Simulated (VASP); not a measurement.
# Si (a cell with a defect) in VASP: single point with PBE

Aim: the single point of Si (a cell with a defect) with PBE.

Everything below comes from runs of VASP 6.6.1. Logs are shortened: lines on timing, memory, paths and dates and some standing lists are left out, and cuts for length are marked.

**1. The cell of the first run**

The cell holds a defect, 17 atoms: a = 7.679 Å, b = 7.679 Å, c = 7.679 Å, α = 60.00°, β = 60.00°, γ = 60.00°.

**2. Single point, PBE**

Input file INCAR:

```
SYSTEM = Si
PREC = Accurate
ENCUT = 400
EDIFF = 1E-6
ISMEAR = -1
SIGMA = 0.02
LREAL = .FALSE.
LASPH = .TRUE.
NELM = 120
ALGO = Normal
ISIF = 2
LWAVE = .FALSE.
LCHARG = .FALSE.
GGA = PE
NBANDS = 48
GGA_COMPAT = .FALSE.
```

Input file KPOINTS:

```
Automatic mesh
0
G
  2 2 2
  0 0 0
```

Input file POSCAR:

```
Si
1.0
    0.0000000000      5.4300000000      5.4300000000
    5.4300000000      0.0000000000      5.4300000000
    5.4300000000      5.4300000000      0.0000000000
Si
17
Direct
   -0.0262650330     -0.0256817233      0.0770980555
    0.1310274949      0.1313705726      0.1286560401
    0.0166925966      0.0192024602      0.5024602880
    0.1017098511      0.1018433340      0.6942292842
    0.0044899594      0.5028277437     -0.0103931010
    0.1309650827      0.6082415310      0.1292481786
    0.0153039939      0.4618557025      0.5032441473
    0.1336002839      0.6242940758      0.6176136210
    0.5025701903      0.0045589744     -0.0102383568
    0.6074373363      0.1311763011      0.1299650909
    0.4624210590      0.0157842340      0.5042061910
    0.6236279650      0.1349557839      0.6177253573
    0.5026331938      0.5029185999     -0.0102143175
    0.6329256336      0.6329023950      0.1012568111
    0.5076684529      0.5088656707      0.4736259560
    0.6231930204      0.6230604467      0.6176861338
    0.8361953193      0.8358713978      0.4923898205
```

Potentials or basis: VASP PAW PBE potentials, release 64 (Si).

Launch:

```console
cat potpaw_PBE.64/Si/POTCAR > POTCAR
mpirun -np 1 vasp_std > vasp.out
```

OUTCAR:

```text
SYSTEM = Si
   PREC = Accurate
   ENCUT = 400
   EDIFF = 1E-6
   ISMEAR = -1
   LREAL = .FALSE.
   LASPH = .TRUE.
   NELM = 120
   ISIF = 2
   GGA = PE

 ion  position               nearest neighbor table
   1  0.974  0.974  0.077-   2 2.34   6 2.34  10 2.34   4 2.40  17 2.60
   2  0.131  0.131  0.129-   5 2.33   9 2.33   1 2.34   3 2.35
   3  0.017  0.019  0.502-   4 2.30   2 2.35  17 2.47  12 2.47   8 2.48
   4  0.102  0.102  0.694-   3 2.30   7 2.31  11 2.31   1 2.40
   5  0.004  0.503  0.990-  14 2.33   2 2.33   8 2.33   6 2.33
   6  0.131  0.608  0.129-   5 2.33  13 2.33   1 2.34   7 2.35
   7  0.015  0.462  0.503-   4 2.31   6 2.35  17 2.46  16 2.47   8 2.49
   8  0.134  0.624  0.618-   5 2.33  15 2.35  17 2.39   3 2.48   7 2.49
   9  0.503  0.005  0.990-  14 2.33  12 2.33   2 2.33  10 2.33
  10  0.607  0.131  0.130-   9 2.33  13 2.33   1 2.34  11 2.35
  11  0.462  0.016  0.504-   4 2.31  10 2.35  17 2.46  16 2.47  12 2.48
  12  0.624  0.135  0.618-   9 2.33  15 2.35  17 2.40   3 2.47  11 2.48
  13  0.503  0.503  0.990-  14 2.33  16 2.33   6 2.33  10 2.33
  14  0.633  0.633  0.101-   5 2.33   9 2.33  13 2.33  15 2.33
  15  0.508  0.509  0.474-  14 2.33  16 2.35  12 2.35   8 2.35
  16  0.623  0.623  0.618-  13 2.33  15 2.35  17 2.41   7 2.47  11 2.47
  17  0.836  0.836  0.492-   8 2.39  12 2.40  16 2.41  11 2.46   7 2.46   3 2.47   1 2.60

  LATTYP: Found a face centered cubic cell.
 ALAT       =    10.8600000000

  Lattice vectors:

 A1 = (   0.0000000000,   5.4300000000,   5.4300000000)
 A2 = (   5.4300000000,   0.0000000000,   5.4300000000)
 A3 = (   5.4300000000,   5.4300000000,   0.0000000000)

Analysis of symmetry for initial positions (statically):
=====================================================================
 Subroutine PRICEL returns:
 Original cell was already a primitive cell.

 Routine SETGRP: Setting up the symmetry group for a
 face centered cubic supercell.

 Subroutine GETGRP returns: Found  1 space group operations
 (whereof  1 operations were pure point group operations)
 out of a pool of 48 trial point group operations.

The static configuration has the point symmetry C_1 .

Analysis of symmetry for dynamics (positions and initial velocities):
=====================================================================
 Subroutine PRICEL returns:
 Original cell was already a primitive cell.

 Routine SETGRP: Setting up the symmetry group for a
 face centered cubic supercell.

 Subroutine GETGRP returns: Found  1 space group operations
 (whereof  1 operations were pure point group operations)
 out of a pool of 48 trial point group operations.

The dynamic configuration has the point symmetry C_1 .

 Subroutine INISYM returns: Found  1 space group operations
 (whereof  1 operations are pure point group operations),
 and found     1 'primitive' translations

----------------------------------------------------------------------------------------

                                     Primitive cell

  volume of cell :     320.2060

  direct lattice vectors                    reciprocal lattice vectors
     0.000000000  5.430000000  5.430000000    -0.092081031  0.092081031  0.092081031
     5.430000000  0.000000000  5.430000000     0.092081031 -0.092081031  0.092081031
     5.430000000  5.430000000  0.000000000     0.092081031  0.092081031 -0.092081031

  length of vectors
     7.679179644  7.679179644  7.679179644     0.159489025  0.159489025  0.159489025

  position of ions in fractional coordinates (direct lattice)
     0.973734967  0.974318277  0.077098056
     0.131027495  0.131370573  0.128656040
     0.016692597  0.019202460  0.502460288
     0.101709851  0.101843334  0.694229284
     0.004489959  0.502827744  0.989606899
     0.130965083  0.608241531  0.129248179
[... 9 lines left out ...]
     0.623193020  0.623060447  0.617686134
     0.836195319  0.835871398  0.492389821

  ion indices of the primitive-cell ions
   primitive index   ion index
                 1           1
                 2           2
                 3           3
                 4           4
                 5           5
                 6           6
[... 9 lines left out ...]
                16          16
                17          17

----------------------------------------------------------------------------------------

 KPOINTS: Automatic mesh

Automatic generation of k-mesh.
 Grid dimensions read from file:
 generate k-points for:    2    2    2

 Generating k-lattice:

  Cartesian coordinates                     Fractional coordinates (reciprocal lattice)
    -0.046040516  0.046040516  0.046040516     0.500000000  0.000000000  0.000000000
     0.046040516 -0.046040516  0.046040516     0.000000000  0.500000000  0.000000000
     0.046040516  0.046040516 -0.046040516     0.000000000  0.000000000  0.500000000

  Length of vectors
     0.079744512  0.079744512  0.079744512

  Shift w.r.t. Gamma in fractional coordinates (k-lattice)
     0.000000000  0.000000000  0.000000000

 Subroutine IBZKPT returns following result:
 ===========================================

 Found      8 irreducible k-points:

 Following reciprocal coordinates:
            Coordinates               Weight
  0.000000  0.000000  0.000000      1.000000
  0.500000  0.000000  0.000000      1.000000
  0.000000  0.500000  0.000000      1.000000
  0.000000  0.000000  0.500000      1.000000
  0.500000  0.500000  0.500000      1.000000
  0.500000  0.500000  0.000000      1.000000
  0.000000  0.500000  0.500000      1.000000
  0.500000  0.000000  0.500000      1.000000
   k-points           NKPTS =      8   k-points in BZ     NKDIM =      8   number of bands    NBANDS=     48
   number of dos      NEDOS =    301   number of ions     NIONS =     17
   total plane-waves  NPLWV = 125000
   dimension x,y,z NGX =    50 NGY =   50 NGZ =   50
   dimension x,y,z NGXF=   100 NGYF=  100 NGZF=  100
   ions per type =              17
   NGX,Y,Z   is equivalent  to a cutoff of  10.82, 10.82, 10.82 a.u.
   NGXF,Y,Z  is equivalent  to a cutoff of  21.65, 21.65, 21.65 a.u.
 SYSTEM =  Si
   PREC   = accura    normal or accurate (medium, high low for compatibility)
   ISTART =      0    job   : 0-new  1-cont  2-samecut
   ICHARG =      2    charge: 1-file 2-atom 10-const
   ISPIN  =      1    spin polarized calculation?
   LNONCOLLINEAR =      F non collinear calculations
   LSORBIT =      F    spin-orbit coupling
   LASPH  =      T    aspherical Exc in radial PAW
   ENCUT  =  400.0 eV  29.40 Ry    5.42 a.u.  12.52 12.52 12.52*2*pi/ulx,y,z
   NELM   =    120;   NELMIN=  2; NELMDL= -5     # of ELM steps
   EDIFF  = 0.1E-05   stopping-criterion for ELM
   LREAL  =      F    real-space projection
   EDIFFG = 0.1E-04   stopping-criterion for IOM
   NSW    =      0    number of steps for IOM
   IBRION =     -1    ionic relax: 0-MD 1-quasi-New 2-CG
   NFREE  =      0    steps in history (QN), initial steepest desc. (CG)
   ISIF   =      2    stress and relaxation
   ISYM   =      2    0-nonsym 1-usesym 2-fastsym
   POTIM  = 0.5000    time-step for ionic-motion
   TEBEG  =    0.0;   TEEND  =   0.0 temperature during run
   PSTRESS=    0.0 pullay stress
   NELECT =      68.0000    total number of electrons
   NUPDOWN=      -1.0000    fix difference up-down
   EMIN   =  10.00;   EMAX   =-10.00  energy-range for DOS
   EFERMI =   0.00;   METHOD = LEGACY
   ISMEAR =    -1;   SIGMA  =   0.02  broadening in eV -4-tet -1-fermi 0-gaus
   EFERMI_NEDOS =   21; number of points for ismear=-14 and -15
   IALGO  =     38    algorithm
   IMIX   =      4    mixing-type and parameters
     AMIX     =   0.40;   BMIX     =  1.00
     AMIX_MAG =   1.60;   BMIX_MAG =  1.00
  volume/ion in A,a.u.               =      18.84       127.11
  Fermi-wavevector in a.u.,A,eV,Ry     =   0.976715  1.845724 12.979587  0.953973
  Thomas-Fermi vector in A             =   2.107356
   LORBIT       =      0    0 simple, 1 ext, 2 COOP (PROOUT), +10 PAW based schemes
   GGA     = PE    functional components
   LHFCALC =     F    Hartree Fock is set to
   AEXX    =    0.0000 exact exchange contribution
   IVDW    =     0    specifies the selected vdW correction
   LEPSILON=     F    determine dielectric tensor
   LRPA    =     F    only Hartree local field effects (RPA)
 non-spin polarized calculation
  energy-cutoff  :      400.00
  volume of cell :      320.21
 maximum number of plane-waves:      5817
   NGX = 25   NGY = 25   NGZ = 25

 number of electron      67.9999999 magnetization

 Free energy of the ion-electron system (eV)
  ---------------------------------------------------
  ext. energy  EPLUGINS =         0.00000000
  ---------------------------------------------------
  free energy    TOTEN  =       -87.70473129 eV

  energy without entropy =      -87.69067059  energy(sigma->0) =      -87.69770094

 E-fermi :   6.7754     XC(G=0):  -9.6948

 val. band max:        6.7540004574   @ k =   0.0000   0.0000   0.0000
 cond. band min:       6.7806090365   @ k =   0.5000   0.0000   0.5000
 fundamental gap:      0.0266085791
 Fermi energy:         6.7754493069

 k-point     1 :       0.0000    0.0000    0.0000
  band No.  band energies     occupation
      1      -6.2427      2.00000
      2      -3.8680      2.00000
      3      -3.6064      2.00000
      4      -3.5980      2.00000
      5      -3.4071      2.00000
      6      -2.7142      2.00000
[... 38 lines left out ...]
     45       8.4560      0.00000
     46       8.8863      0.00000

 k-point     2 :       0.5000    0.0000    0.0000
  band No.  band energies     occupation
      1      -5.7873      2.00000
      2      -4.9827      2.00000
      3      -3.6126      2.00000
      4      -3.4041      2.00000
      5      -3.2069      2.00000
      6      -3.0043      2.00000
[... 286 lines left out ...]
 k-point     8 :       0.5000    0.0000    0.5000
  band No.  band energies     occupation
      1      -5.6585      2.00000
      2      -4.7003      2.00000
      3      -4.0404      2.00000
      4      -3.8552      2.00000
      5      -3.7968      2.00000
      6      -3.6388      2.00000
[... 38 lines left out ...]
     45      10.2886      0.00000
     46      10.4059      0.00000
 [bands above 46 left out]

------------------------ aborting loop because EDIFF is reached ----------------------------------------

  FORCE on cell =-STRESS in cart. coord.  units (eV):
  Direction    XX          YY          ZZ          XY          YZ          ZX
  --------------------------------------------------------------------------------------
  -------------------------------------------------------------------------------------
  Total        8.7845994      8.8475710      8.7452265     -0.9693659      0.9633876      0.9324381
  in kB       43.9544709     44.2695550     43.7574656     -4.8503025      4.8203898      4.6655311
  external PRESSURE =      43.9938305 kB  Pullay stress =       0.0000000 kB

 VOLUME and BASIS-vectors are now :
 -----------------------------------------------------------------------------
  energy-cutoff  :      400.00
  volume of cell :      320.21
      direct lattice vectors                 reciprocal lattice vectors
     0.000000000  5.430000000  5.430000000    -0.092081031  0.092081031  0.092081031
     5.430000000  0.000000000  5.430000000     0.092081031 -0.092081031  0.092081031
     5.430000000  5.430000000  0.000000000     0.092081031  0.092081031 -0.092081031

 POSITION                                       TOTAL-FORCE (eV/Angst)
 -----------------------------------------------------------------------------------
      5.70919      5.70602     10.57793        -0.048681     -0.053086      0.045479
      1.41194      1.41008      1.42482         0.021635      0.018676      0.061927
      2.83263      2.81900      0.19491         0.023546      0.042199      0.028207
      4.32267      4.32195      1.10529        -0.015519      0.000351      0.029098
      8.10392      5.39795      2.75474         0.021355      0.022001     -0.016511
      4.00457      1.41296      4.01389        -0.060848      0.014200     -0.019498
[... 9 lines left out ...]
      6.73725      6.73797      6.76716         0.028328      0.013313     -0.002403
      7.21246      7.21422      9.07932        -0.010073     -0.005807      0.005979
 -----------------------------------------------------------------------------------
    total drift:                                0.000117      0.000053     -0.000143

  FREE ENERGIE OF THE ION-ELECTRON SYSTEM (eV)
  ---------------------------------------------------
  free  energy   TOTEN  =       -87.7047312893 eV

  energy  without entropy=      -87.6906705919  energy(sigma->0) =      -87.69770094
```

It took 68 s on 1 thread of AMD EPYC 9R45 (Zen 5), shared host; peak memory 0.31 GiB.

What came out:

| Item | Value |
| --- | --- |
| Free energy | -87.7047 eV |
| Pressure | 4.4 GPa |
| Largest force | 0.104 eV/Å |
| Band gap on the k mesh | zero (bands 34 and 35 overlap by 0.07 eV) |

Forces in eV/Å, atoms in the order of the input:
```
Si  -0.049 -0.053  0.045
Si   0.022  0.019  0.062
Si   0.024  0.042  0.028
Si  -0.016  0.000  0.029
Si   0.021  0.022 -0.017
Si  -0.061  0.014 -0.019
Si  -0.043  0.059 -0.029
Si   0.002  0.014 -0.007
Si   0.028  0.024 -0.014
Si   0.011 -0.058 -0.013
Si   0.065 -0.060 -0.054
Si   0.008  0.002 -0.022
Si   0.016  0.022 -0.032
Si  -0.035 -0.041  0.028
Si  -0.012 -0.013  0.010
Si   0.028  0.013 -0.002
Si  -0.010 -0.006  0.006
```

Caveat: the k points lie up to 0.50 Å⁻¹ apart.

The gap in the log of VASP goes by the Fermi energy; the results here count the filled bands.